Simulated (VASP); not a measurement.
# C (P6_3/mmc) in VASP: further runs

Runs on C. Level: r2SCAN. Tasks: single point.

Everything below comes from runs of VASP 6.6.1. Logs are shortened: lines on timing, memory, paths and dates and some standing lists are left out, and cuts for length are marked.

## (1) The cell of the first run

It takes space group P6_3/mmc (No. 194, hexagonal). Conventional cell: a = 2.456 Å, b = 2.456 Å, c = 7.050 Å, α = 90.00°, β = 90.00°, γ = 120.00°. Within 1.9 Å of C (site symmetry -6m2) lie 3 C at 1.42 Å. C (site symmetry -6m2) has 3 C at 1.42 Å within 1.9 Å.

## (2) Single point, r2SCAN

Input file POSCAR:

```
C
1.0
    2.4558907252      0.0000000000      0.0000000000
   -1.2279453626      2.1268637570      0.0000000000
    0.0000000000      0.0000000000      7.0497855834
C
4
Direct
    0.0000000000      0.0000000000      0.0024999316
    0.0000000000      0.0000000000      0.5024999316
    0.3333333333      0.6666666667      0.0025000684
    0.6666666667      0.3333333333      0.5025000684
```

Input file INCAR.step1:

```
SYSTEM = C
PREC = Accurate
ENCUT = 520
ISMEAR = 0
SIGMA = 0.15
LREAL = .False.
LASPH = .True.
NELM = 60
NBANDS = 16
GGA = PE
ALGO = Normal
EDIFF = 1E-4
LWAVE = .True.
LCHARG = .False.
```

Input file INCAR.step2:

```
SYSTEM = C
PREC = Accurate
ENCUT = 520
EDIFF = 1E-6
ISMEAR = 0
SIGMA = 0.15
LREAL = .False.
LASPH = .True.
NELM = 60
ALGO = Normal
ISIF = 2
LWAVE = .False.
LCHARG = .False.
METAGGA = R2SCAN
LMIXTAU = .True.
NBANDS = 16
ISTART = 1
```

Input file KPOINTS:

```
Automatic mesh
0
Gamma
  24 24 8
  0 0 0
```

Potentials or basis: VASP PAW PBE potentials, release 64 (C).

Started as:

```bash
cat potpaw_PBE.64/C/POTCAR > POTCAR
cp INCAR.step1 INCAR
mpirun -np 1 vasp_std > vasp.out
cp INCAR.step2 INCAR
mpirun -np 1 vasp_std > vasp.out
```

OUTCAR:

```text
SYSTEM = C
   PREC = Accurate
   ENCUT = 520
   EDIFF = 1E-6
   ISMEAR = 0
   LREAL = .False.
   LASPH = .True.
   NELM = 60
   ISIF = 2
   METAGGA = R2SCAN
   ISTART = 1

 ion  position               nearest neighbor table
   1  0.000  0.000  0.002-   3 1.42   3 1.42   3 1.42
   2  0.000  0.000  0.502-   4 1.42   4 1.42   4 1.42
   3  0.333  0.667  0.003-   1 1.42   1 1.42   1 1.42
   4  0.667  0.333  0.503-   2 1.42   2 1.42   2 1.42

  LATTYP: Found a hexagonal cell.
 ALAT       =     2.4558907252
 C/A-ratio  =     2.8705615893

  Lattice vectors:

 A1 = (   2.4558907252,   0.0000000000,   0.0000000000)
 A2 = (  -1.2279453626,   2.1268637570,   0.0000000000)
 A3 = (   0.0000000000,   0.0000000000,   7.0497855834)

Analysis of symmetry for initial positions (statically):
=====================================================================
 Subroutine PRICEL returns:
 Original cell was already a primitive cell.

 Routine SETGRP: Setting up the symmetry group for a
 hexagonal supercell.

 Subroutine GETGRP returns: Found 24 space group operations
 (whereof  6 operations were pure point group operations)
 out of a pool of 24 trial point group operations.

The static configuration has the point symmetry C_3v.
 The point group associated with its full space group is D_6h.

Analysis of symmetry for dynamics (positions and initial velocities):
=====================================================================
 Subroutine PRICEL returns:
 Original cell was already a primitive cell.

 Routine SETGRP: Setting up the symmetry group for a
 hexagonal supercell.

 Subroutine GETGRP returns: Found 24 space group operations
 (whereof  6 operations were pure point group operations)
 out of a pool of 24 trial point group operations.

The dynamic configuration has the point symmetry C_3v.
 The point group associated with its full space group is D_6h.

 Subroutine INISYM returns: Found 24 space group operations
 (whereof  6 operations are pure point group operations),
 and found     1 'primitive' translations

----------------------------------------------------------------------------------------

                                     Primitive cell

  volume of cell :      36.8235

  direct lattice vectors                    reciprocal lattice vectors
     2.455890725  0.000000000  0.000000000     0.407184241  0.235087931  0.000000000
    -1.227945363  2.126863757  0.000000000     0.000000000  0.470175862  0.000000000
     0.000000000  0.000000000  7.049785583     0.000000000  0.000000000  0.141848286

  length of vectors
     2.455890725  2.455890725  7.049785583     0.470175862  0.470175862  0.141848286

  position of ions in fractional coordinates (direct lattice)
     0.000000000  0.000000000  0.002499932
     0.000000000  0.000000000  0.502499932
     0.333333333  0.666666667  0.002500068
     0.666666667  0.333333333  0.502500068

  ion indices of the primitive-cell ions
   primitive index   ion index
                 1           1
                 2           2
                 3           3
                 4           4

----------------------------------------------------------------------------------------

 KPOINTS: Automatic mesh

Automatic generation of k-mesh.
 Grid dimensions read from file:
 generate k-points for:   24   24    8

 Generating k-lattice:

  Cartesian coordinates                     Fractional coordinates (reciprocal lattice)
     0.016966010  0.009795330  0.000000000     0.041666667 -0.000000000  0.000000000
     0.000000000  0.019590661  0.000000000     0.000000000  0.041666667  0.000000000
     0.000000000  0.000000000  0.017731036     0.000000000  0.000000000  0.125000000

  Length of vectors
     0.019590661  0.019590661  0.017731036

  Shift w.r.t. Gamma in fractional coordinates (k-lattice)
     0.000000000  0.000000000  0.000000000

 Subroutine IBZKPT returns following result:
 ===========================================

 Found    305 irreducible k-points:

 Following reciprocal coordinates:
            Coordinates               Weight
  0.000000  0.000000  0.000000      1.000000
  0.041667  0.000000  0.000000      6.000000
  0.083333  0.000000  0.000000      6.000000
  0.125000  0.000000  0.000000      6.000000
  0.166667  0.000000  0.000000      6.000000
  0.208333  0.000000  0.000000      6.000000
[... 16 lines left out ...]
  0.416667  0.041667  0.000000     12.000000
  0.458333  0.041667  0.000000     12.000000
 [... further k-points ...]
   k-points           NKPTS =    305   k-points in BZ     NKDIM =    305   number of bands    NBANDS=     16
   number of dos      NEDOS =    301   number of ions     NIONS =      4
   total plane-waves  NPLWV =  17496
   dimension x,y,z NGX =    18 NGY =   18 NGZ =   54
   dimension x,y,z NGXF=    36 NGYF=   36 NGZF=  108
   ions per type =               4
   NGX,Y,Z   is equivalent  to a cutoff of  12.18, 12.18, 12.73 a.u.
   NGXF,Y,Z  is equivalent  to a cutoff of  24.37, 24.37, 25.47 a.u.
 SYSTEM =  C
   PREC   = accura    normal or accurate (medium, high low for compatibility)
   ISTART =      1    job   : 0-new  1-cont  2-samecut
   ICHARG =      0    charge: 1-file 2-atom 10-const
   ISPIN  =      1    spin polarized calculation?
   LNONCOLLINEAR =      F non collinear calculations
   LSORBIT =      F    spin-orbit coupling
   LASPH  =      T    aspherical Exc in radial PAW
   ENCUT  =  520.0 eV  38.22 Ry    6.18 a.u.   4.57  4.57 13.11*2*pi/ulx,y,z
   NELM   =     60;   NELMIN=  2; NELMDL=  0     # of ELM steps
   EDIFF  = 0.1E-05   stopping-criterion for ELM
   LREAL  =      F    real-space projection
   EDIFFG = 0.1E-04   stopping-criterion for IOM
   NSW    =      0    number of steps for IOM
   IBRION =     -1    ionic relax: 0-MD 1-quasi-New 2-CG
   NFREE  =      0    steps in history (QN), initial steepest desc. (CG)
   ISIF   =      2    stress and relaxation
   ISYM   =      2    0-nonsym 1-usesym 2-fastsym
   POTIM  = 0.5000    time-step for ionic-motion
   TEBEG  =    0.0;   TEEND  =   0.0 temperature during run
   PSTRESS=    0.0 pullay stress
   NELECT =      16.0000    total number of electrons
   NUPDOWN=      -1.0000    fix difference up-down
   EMIN   =  10.00;   EMAX   =-10.00  energy-range for DOS
   EFERMI =   0.00;   METHOD = LEGACY
   ISMEAR =     0;   SIGMA  =   0.15  broadening in eV -4-tet -1-fermi 0-gaus
   EFERMI_NEDOS =   21; number of points for ismear=-14 and -15
   IALGO  =     38    algorithm
   IMIX   =      4    mixing-type and parameters
     AMIX     =   0.40;   BMIX     =  1.00
     AMIX_MAG =   1.60;   BMIX_MAG =  1.00
  volume/ion in A,a.u.               =       9.21        62.12
  Fermi-wavevector in a.u.,A,eV,Ry     =   1.239957  2.343179 20.918867  1.537493
  Thomas-Fermi vector in A             =   2.374418
   LORBIT       =      0    0 simple, 1 ext, 2 COOP (PROOUT), +10 PAW based schemes
   METAGGA = R2SCAN    functional components
   LHFCALC =     F    Hartree Fock is set to
   AEXX    =    0.0000 exact exchange contribution
   IVDW    =     0    specifies the selected vdW correction
   LEPSILON=     F    determine dielectric tensor
   LRPA    =     F    only Hartree local field effects (RPA)
 non-spin polarized calculation
 Gauss-broadening in eV      SIGMA  =   0.15
  energy-cutoff  :      520.00
  volume of cell :       36.82
 maximum number of plane-waves:      1016
   NGX =  9   NGY =  9   NGZ = 27

 number of electron      15.9999996 magnetization

 Free energy of the ion-electron system (eV)
  ---------------------------------------------------
  ext. energy  EPLUGINS =         0.00000000
  ---------------------------------------------------
  free energy    TOTEN  =       -39.75277107 eV

  energy without entropy =      -39.75208623  energy(sigma->0) =      -39.75242865

 E-fermi :   4.2606     XC(G=0): -10.7907

 val. band max:        4.2596578984   @ k =   0.3333   0.3333   0.2500
 cond. band min:       4.2651193088   @ k =   0.3333   0.3333   0.5000
 fundamental gap:      0.0054614104
 Fermi energy:         4.2606240420

 k-point     1 :       0.0000    0.0000    0.0000
  band No.  band energies     occupation
      1     -16.6754      2.00000
      2     -16.4756      2.00000
      3      -4.5908      2.00000
      4      -3.0324      2.00000
      5       1.0507      2.00000
      6       1.0507      2.00000
[... 8 lines left out ...]
     15      16.7128      0.00000
     16      16.8697      0.00000

 k-point     2 :       0.0417    0.0000    0.0000
  band No.  band energies     occupation
      1     -16.6315      2.00000
      2     -16.4322      2.00000
      3      -4.5376      2.00000
      4      -2.9817      2.00000
      5       0.8658      2.00000
      6       0.8800      2.00000
[... 8 lines left out ...]
     15      16.5454      0.00000
     16      16.7107      0.00000

 k-point     3 :       0.0833    0.0000    0.0000
  band No.  band energies     occupation
      1     -16.4998      2.00000
      2     -16.3021      2.00000
      3      -4.3785      2.00000
      4      -2.8299      2.00000
      5       0.3407      2.00000
      6       0.3620      2.00000
[... 8 lines left out ...]
     15      16.0600      0.00000
     16      16.2508      0.00000

 k-point     4 :       0.1250    0.0000    0.0000
  band No.  band energies     occupation
      1     -16.2809      2.00000
      2     -16.0857      2.00000
      3      -4.1143      2.00000
      4      -2.5783      2.00000
      5      -0.4532      2.00000
      6      -0.4225      2.00000
[... 8 lines left out ...]
     15      15.2993      0.00000
     16      15.5405      0.00000
[... 324 lines left out ...]
 k-point    22 :       0.3750    0.0417    0.0000
  band No.  band energies     occupation
      1     -12.7871      2.00000
      2     -12.6331      2.00000
      3      -7.7475      2.00000
      4      -7.6454      2.00000
      5      -2.4528      2.00000
      6      -2.4164      2.00000
[... 8 lines left out ...]
     15      18.7046      0.00000
     16      20.8076      0.00000

 k-point    23 :       0.4167    0.0417    0.0000
  band No.  band energies     occupation
      1     -11.9898      2.00000
      2     -11.8487      2.00000
      3      -8.7968      2.00000
      4      -8.6889      2.00000
      5      -2.6254      2.00000
      6      -2.5885      2.00000
[... 8 lines left out ...]
     15      18.1658      0.00000
     16      20.1968      0.00000

 k-point    24 :       0.4583    0.0417    0.0000
  band No.  band energies     occupation
      1     -11.2356      2.00000
      2     -11.1295      2.00000
      3      -9.6530      2.00000
      4      -9.5649      2.00000
      5      -2.7126      2.00000
      6      -2.6754      2.00000
[... 8 lines left out ...]
     15      18.6268      0.00000
     16      19.7207      0.00000

 [... further k-points ...]
[... 5 lines left out ...]
  --------------------------------------------------------------------------------------
  -------------------------------------------------------------------------------------
  Total        0.2306232      0.2306232     -0.0200711      0.0000000     -0.0000000      0.0000000
  in kB       10.0343421     10.0343421     -0.8732877      0.0000000     -0.0000000      0.0000000
  external PRESSURE =       6.3984655 kB  Pullay stress =       0.0000000 kB

 VOLUME and BASIS-vectors are now :
 -----------------------------------------------------------------------------
  energy-cutoff  :      520.00
  volume of cell :       36.82
      direct lattice vectors                 reciprocal lattice vectors
     2.455890725  0.000000000  0.000000000     0.407184241  0.235087931  0.000000000
    -1.227945363  2.126863757  0.000000000     0.000000000  0.470175862  0.000000000
     0.000000000  0.000000000  7.049785583     0.000000000  0.000000000  0.141848286

 POSITION                                       TOTAL-FORCE (eV/Angst)
 -----------------------------------------------------------------------------------
      0.00000      0.00000      0.01762         0.000000     -0.000000      0.000000
      0.00000      0.00000      3.54252        -0.000000      0.000000      0.000000
     -0.00000      1.41791      0.01762        -0.000000     -0.000000      0.000000
      1.22795      0.70895      3.54252         0.000000      0.000000      0.000000
 -----------------------------------------------------------------------------------
    total drift:                               -0.000000     -0.000000     -0.001117

  FREE ENERGIE OF THE ION-ELECTRON SYSTEM (eV)
  ---------------------------------------------------
  free  energy   TOTEN  =       -39.7527710710 eV

  energy  without entropy=      -39.7520862284  energy(sigma->0) =      -39.75242865
```

Run time: 6.8 min. Hardware: 1 thread of AMD EPYC 9R45 (Zen 5), shared host; peak memory 0.21 GiB.

Results:

```yaml
Free_energy: -39.7528 eV
Pressure: 0.6 GPa
Band_gap_on_the_k_mesh: zero (bands 8 and 9 overlap by 0.02 eV)
```

Caveat: the PAW data sets were made with another functional, which shifts forces and pressure a little.

(Part 1 of 2 ends here.)
